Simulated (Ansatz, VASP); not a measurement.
**One calculation of PbSe3, two programs**

```
Pb Se
1.0
     4.59425    0.00000    0.00000
     0.00000    4.59425    0.00000
     0.00000    0.00000    4.59425
Pb Se
1 3
Direct
  0.00000 0.00000 0.00000
  0.00000 0.50000 0.50000
  0.50000 0.00000 0.50000
  0.50000 0.50000 0.00000
```

Alike in both runs: functional PBE; k mesh 10 × 10 × 10; occupations gaussian, width 0.1 eV; no spin polarisation.

Ansatz relaxed the structure, and its values are those at the end. VASP's run is a single point on that final structure, the one shown.

|  | VASP | Ansatz |
| --- | --- | --- |
| version | VASP 6.6.1 | Ansatz 0.2.0 |
| potentials or method | VASP PAW PBE potentials, release 64 (Pb_d, Se), cutoff 520 eV | scalar-relativistic, plane waves, PAW |
| valence electrons in the cell | 32 | 62 |

```csv
,VASP,Ansatz,Ansatz less VASP
gap on the k mesh at the Fermi level (eV),none,none,-
pressure (GPa),0.0,0.0,+0.01
```

A gap of «none» marks a metal or a gap that the smearing closes. VASP's potentials hold 32 valence electrons a cell and Ansatz's 62, so a difference there can come from the potentials and not from the codes.

Spin-orbit coupling is off throughout.
